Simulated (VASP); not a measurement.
# AlGa3N4 (P-43m) in VASP: notebook

Runs on AlGa3N4. Level: PBEsol. Tasks: relaxation of the atoms, single point.

All numbers are computed with VASP 6.6.1; they aren't measurements. Logs are shortened: lines on timing, memory, paths and dates and some standing lists are left out, and cuts for length are marked.

### Step 1. The cell of the first run

It takes space group P-43m (No. 215, cubic). Conventional cell: a = 4.497 Å, b = 4.497 Å, c = 4.497 Å, α = 90.00°, β = 90.00°, γ = 90.00°. Al (site symmetry -43m) has 4 N at 1.91 Å within 2.5 Å. Within 2.6 Å of Ga (site symmetry -42m) lie 4 N at 1.96 Å. N (site symmetry 3m) has 1 Al at 1.91 Å and 3 Ga at 1.96 Å within 2.5 Å.

### Step 2. Relaxation of the atoms, PBEsol (11.37 Å³/atom)

Input file INCAR:

```
SYSTEM = AlGa3N4
ALGO = Normal
EDIFF = 1E-6
EDIFFG = -0.001
ENCUT = 520
GGA = PS
IBRION = 2
ISIF = 2
ISMEAR = 0
LASPH = .True.
LCHARG = .False.
LREAL = .False.
LWAVE = .False.
NELM = 60
NSW = 80
PREC = Accurate
SIGMA = 0.01
```

Input file KPOINTS:

```
k-points
0
Gamma
  6 6 6
  0 0 0
```

Input file POSCAR:

```
AlGa3N4
1.0
    4.4971598394      0.0000000000      0.0000000000
    0.0000000000      4.4971598394      0.0000000000
    0.0000000000      0.0000000000      4.4971598394
Al Ga N
1 3 4
Direct
    0.0000000000      0.0000000000      0.0000000000
    0.5000000000      0.5000000000      0.0000000000
    0.5000000000      0.0000000000      0.5000000000
    0.0000000000      0.5000000000      0.5000000000
    0.7550308532      0.7550308532      0.2449691468
    0.7550308532      0.2449691468      0.7550308532
    0.2449691468      0.7550308532      0.7550308532
    0.2449691468      0.2449691468      0.2449691468
```

Potentials or basis: VASP PAW PBE potentials, release 64 (Al, Ga_d, N).

Command:

```
> cat potpaw_PBE.64/Al/POTCAR potpaw_PBE.64/Ga_d/POTCAR potpaw_PBE.64/N/POTCAR > POTCAR
> mpirun -np 1 vasp_std > vasp.out
```

OUTCAR:

```text
SYSTEM = AlGa3N4
   EDIFF = 1E-6
   EDIFFG = -0.001
   ENCUT = 520
   GGA = PS
   IBRION = 2
   ISIF = 2
   ISMEAR = 0
   LASPH = .True.
   LREAL = .False.
   NELM = 60
   NSW = 80
   PREC = Accurate

 ion  position               nearest neighbor table
   1  0.000  0.000  0.000-   5 1.91   6 1.91   7 1.91   8 1.91
   2  0.500  0.500  0.000-   5 1.96   6 1.96   7 1.96   8 1.96
   3  0.500  0.000  0.500-   5 1.96   6 1.96   7 1.96   8 1.96
   4  0.000  0.500  0.500-   5 1.96   6 1.96   7 1.96   8 1.96
   5  0.755  0.755  0.245-   1 1.91   2 1.96   3 1.96   4 1.96
   6  0.755  0.245  0.755-   1 1.91   2 1.96   3 1.96   4 1.96
   7  0.245  0.755  0.755-   1 1.91   2 1.96   3 1.96   4 1.96
   8  0.245  0.245  0.245-   1 1.91   2 1.96   3 1.96   4 1.96

  LATTYP: Found a simple cubic cell.
 ALAT       =     4.4971598394

  Lattice vectors:

 A1 = (   4.4971598394,   0.0000000000,   0.0000000000)
 A2 = (   0.0000000000,   4.4971598394,   0.0000000000)
 A3 = (   0.0000000000,   0.0000000000,   4.4971598394)

Analysis of symmetry for initial positions (statically):
=====================================================================
 Subroutine PRICEL returns:
 Original cell was already a primitive cell.

 Routine SETGRP: Setting up the symmetry group for a
 simple cubic supercell.

 Subroutine GETGRP returns: Found 24 space group operations
 (whereof 24 operations were pure point group operations)
 out of a pool of 48 trial point group operations.

The static configuration has the point symmetry T_d .

Analysis of symmetry for dynamics (positions and initial velocities):
=====================================================================
 Subroutine PRICEL returns:
 Original cell was already a primitive cell.

 Routine SETGRP: Setting up the symmetry group for a
 simple cubic supercell.

 Subroutine GETGRP returns: Found 24 space group operations
 (whereof 24 operations were pure point group operations)
 out of a pool of 48 trial point group operations.

The dynamic configuration has the point symmetry T_d .

 Subroutine INISYM returns: Found 24 space group operations
 (whereof 24 operations are pure point group operations),
 and found     1 'primitive' translations

----------------------------------------------------------------------------------------

                                     Primitive cell

  volume of cell :      90.9526

  direct lattice vectors                    reciprocal lattice vectors
     4.497159839  0.000000000  0.000000000     0.222362566  0.000000000  0.000000000
     0.000000000  4.497159839  0.000000000     0.000000000  0.222362566  0.000000000
     0.000000000  0.000000000  4.497159839     0.000000000  0.000000000  0.222362566

  length of vectors
     4.497159839  4.497159839  4.497159839     0.222362566  0.222362566  0.222362566

  position of ions in fractional coordinates (direct lattice)
     0.000000000  0.000000000  0.000000000
     0.500000000  0.500000000  0.000000000
     0.500000000  0.000000000  0.500000000
     0.000000000  0.500000000  0.500000000
     0.755030853  0.755030853  0.244969147
     0.755030853  0.244969147  0.755030853
     0.244969147  0.755030853  0.755030853
     0.244969147  0.244969147  0.244969147

  ion indices of the primitive-cell ions
   primitive index   ion index
                 1           1
                 2           2
                 3           3
                 4           4
                 5           5
                 6           6
                 7           7
                 8           8

----------------------------------------------------------------------------------------

 KPOINTS: k-points

Automatic generation of k-mesh.
 Grid dimensions read from file:
 generate k-points for:    6    6    6

 Generating k-lattice:

  Cartesian coordinates                     Fractional coordinates (reciprocal lattice)
     0.037060428  0.000000000  0.000000000     0.166666667  0.000000000  0.000000000
     0.000000000  0.037060428  0.000000000     0.000000000  0.166666667  0.000000000
     0.000000000  0.000000000  0.037060428     0.000000000  0.000000000  0.166666667

  Length of vectors
     0.037060428  0.037060428  0.037060428

  Shift w.r.t. Gamma in fractional coordinates (k-lattice)
     0.000000000  0.000000000  0.000000000

 Subroutine IBZKPT returns following result:
 ===========================================

 Found     20 irreducible k-points:

 Following reciprocal coordinates:
            Coordinates               Weight
  0.000000  0.000000  0.000000      1.000000
  0.166667  0.000000  0.000000      6.000000
  0.333333  0.000000  0.000000      6.000000
  0.500000  0.000000  0.000000      3.000000
  0.166667  0.166667  0.000000     12.000000
  0.333333  0.166667  0.000000     24.000000
[... 12 lines left out ...]
  0.500000  0.500000  0.333333      6.000000
  0.500000  0.500000  0.500000      1.000000
   k-points           NKPTS =     20   k-points in BZ     NKDIM =     20   number of bands    NBANDS=     37
   number of dos      NEDOS =    301   number of ions     NIONS =      8
   total plane-waves  NPLWV =  46656
   dimension x,y,z NGX =    36 NGY =   36 NGZ =   36
   dimension x,y,z NGXF=    72 NGYF=   72 NGZF=   72
   ions per type =               1   3   4
   NGX,Y,Z   is equivalent  to a cutoff of  13.31, 13.31, 13.31 a.u.
   NGXF,Y,Z  is equivalent  to a cutoff of  26.62, 26.62, 26.62 a.u.
 SYSTEM =  AlGa3N4
   PREC   = accura    normal or accurate (medium, high low for compatibility)
   ISTART =      0    job   : 0-new  1-cont  2-samecut
   ICHARG =      2    charge: 1-file 2-atom 10-const
   ISPIN  =      1    spin polarized calculation?
   LNONCOLLINEAR =      F non collinear calculations
   LSORBIT =      F    spin-orbit coupling
   LASPH  =      T    aspherical Exc in radial PAW
   ENCUT  =  520.0 eV  38.22 Ry    6.18 a.u.   8.36  8.36  8.36*2*pi/ulx,y,z
   NELM   =     60;   NELMIN=  2; NELMDL= -5     # of ELM steps
   EDIFF  = 0.1E-05   stopping-criterion for ELM
   LREAL  =      F    real-space projection
   EDIFFG = -.1E-02   stopping-criterion for IOM
   NSW    =     80    number of steps for IOM
   IBRION =      2    ionic relax: 0-MD 1-quasi-New 2-CG
   NFREE  =      1    steps in history (QN), initial steepest desc. (CG)
   ISIF   =      2    stress and relaxation
   ISYM   =      2    0-nonsym 1-usesym 2-fastsym
   POTIM  = 0.5000    time-step for ionic-motion
   TEBEG  =    0.0;   TEEND  =   0.0 temperature during run
   PSTRESS=    0.0 pullay stress
   NELECT =      62.0000    total number of electrons
   NUPDOWN=      -1.0000    fix difference up-down
   EMIN   =  10.00;   EMAX   =-10.00  energy-range for DOS
   EFERMI =   0.00;   METHOD = LEGACY
   ISMEAR =     0;   SIGMA  =   0.01  broadening in eV -4-tet -1-fermi 0-gaus
   EFERMI_NEDOS =   21; number of points for ismear=-14 and -15
   IALGO  =     38    algorithm
   IMIX   =      4    mixing-type and parameters
     AMIX     =   0.40;   BMIX     =  1.00
     AMIX_MAG =   1.60;   BMIX_MAG =  1.00
  volume/ion in A,a.u.               =      11.37        76.72
  Fermi-wavevector in a.u.,A,eV,Ry     =   1.440789  2.722697 28.243969  2.075873
  Thomas-Fermi vector in A             =   2.559494
   LORBIT       =      0    0 simple, 1 ext, 2 COOP (PROOUT), +10 PAW based schemes
   GGA     = PS    functional components
   LHFCALC =     F    Hartree Fock is set to
   AEXX    =    0.0000 exact exchange contribution
   IVDW    =     0    specifies the selected vdW correction
   LEPSILON=     F    determine dielectric tensor
   LRPA    =     F    only Hartree local field effects (RPA)
 conjugate gradient relaxation of ions
 non-spin polarized calculation
 Gauss-broadening in eV      SIGMA  =   0.01
  energy-cutoff  :      520.00
  volume of cell :       90.95
 maximum number of plane-waves:      2470
 NGX is ok and might be reduce to    36
   NGX = 17   NGY = 17   NGZ = 17

--------------------------------------- Ionic step        1  -------------------------------------------

 number of electron      62.0000002 magnetization

 Free energy of the ion-electron system (eV)
  ---------------------------------------------------
  ext. energy  EPLUGINS =         0.00000000
  ---------------------------------------------------
  free energy    TOTEN  =       -54.94628955 eV

  energy without entropy =      -54.94628955  energy(sigma->0) =      -54.94628955

------------------------ aborting loop because EDIFF is reached ----------------------------------------

  FORCE on cell =-STRESS in cart. coord.  units (eV):
  Direction    XX          YY          ZZ          XY          YZ          ZX
  --------------------------------------------------------------------------------------
  -------------------------------------------------------------------------------------
  Total       -2.1238792     -2.1238792     -2.1238792      0.0000000     -0.0000000     -0.0000000
  in kB      -37.4132487    -37.4132487    -37.4132487      0.0000000     -0.0000000     -0.0000000
  external PRESSURE =     -37.4132487 kB  Pullay stress =       0.0000000 kB
[... 69 lines left out ...]
  energy  without entropy=      -54.9462960910  energy(sigma->0) =      -54.94629609

--------------------------------------- Ionic step        3  -------------------------------------------

 number of electron      62.0000002 magnetization

 Free energy of the ion-electron system (eV)
  ---------------------------------------------------
  ext. energy  EPLUGINS =         0.00000000
  ---------------------------------------------------
  free energy    TOTEN  =       -54.94629626 eV

  energy without entropy =      -54.94629626  energy(sigma->0) =      -54.94629626

 E-fermi :   5.1665     XC(G=0): -11.6420

 val. band max:        5.1107958390   @ k =   0.0000   0.0000   0.0000
 cond. band min:       7.2830420150   @ k =   0.0000   0.0000   0.0000
 fundamental gap:      2.1722461760
 Fermi energy:         5.1664707457

 k-point     1 :       0.0000    0.0000    0.0000
  band No.  band energies     occupation
      1     -10.4216      2.00000
      2      -9.2066      2.00000
      3      -9.2066      2.00000
      4      -9.2066      2.00000
      5      -7.9954      2.00000
      6      -7.9779      2.00000
[... 824 lines left out ...]
  FREE ENERGIE OF THE ION-ELECTRON SYSTEM (eV)
  ---------------------------------------------------
  free  energy   TOTEN  =       -54.9462962605 eV

  energy  without entropy=      -54.9462962605  energy(sigma->0) =      -54.94629626

 reached required accuracy - stopping structural energy minimisation
```

It took 87 s on 1 thread of Intel Xeon Platinum 8259CL at 2.50GHz (Skylake/Cascade Lake), shared host; peak memory 0.24 GiB.

What came out:

* Free energy: -54.9463 eV
* Energy gained by relaxing: 0.0 meV/atom
* Ionic steps: 3
* Pressure after relaxing: -3.8 GPa
* Band gap on the k mesh: 2.17 eV

Final structure:
```
CELL_PARAMETERS angstrom
4.49716 0.00000 0.00000
0.00000 4.49716 0.00000
0.00000 0.00000 4.49716
ATOMIC_POSITIONS crystal
Al 0.00000 0.00000 0.00000
Ga 0.50000 0.50000 0.00000
Ga 0.50000 0.00000 0.50000
Ga 0.00000 0.50000 0.50000
N 0.75498 0.75498 0.24502
N 0.75498 0.24502 0.75498
N 0.24502 0.75498 0.75498
N 0.24502 0.24502 0.24502
```

Caveat: the PAW data sets were made with another functional, which shifts forces and pressure a little.

[end of part 1 of 2]
